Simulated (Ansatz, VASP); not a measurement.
# Al2Ge3B3N in VASP and in Ansatz

```
Al Ge B N
1.0
     4.26488    0.00000    0.00000
     0.00000    4.26488    0.00000
     0.00000    0.00000    6.64660
Al Ge B N
2 3 3 1
Direct
  0.00000 0.00000 0.81763
  0.00000 0.00000 0.18237
  0.00000 0.50000 0.50000
  0.50000 0.00000 0.50000
  0.50000 0.50000 0.00000
  0.00000 0.50000 0.00000
  0.50000 0.00000 0.00000
  0.00000 0.00000 0.50000
  0.50000 0.50000 0.50000
```

Alike in both runs: functional PBE; k mesh 10 × 10 × 6; occupations gaussian, width 0.1 eV; no spin polarisation.

Ansatz relaxed the structure, and its values are those at the end. VASP's run is a single point on that final structure, the one shown.

|  | VASP | Ansatz |
| --- | --- | --- |
| version | VASP 6.6.1 | Ansatz 0.2.0 |
| potentials or method | VASP PAW PBE potentials, release 64 (Al, Ge_d, B, N), cutoff 520 eV | scalar-relativistic, plane waves, PAW |
| valence electrons in the cell | 62 | 62 |

|  | VASP | Ansatz | Ansatz less VASP |
| --- | --- | --- | --- |
| gap on the k mesh at the Fermi level (eV) | none | none | - |
| pressure (GPa) | 0.0 | 0.0 | +0.02 |

A gap of «none» marks a metal or a gap that the smearing closes.
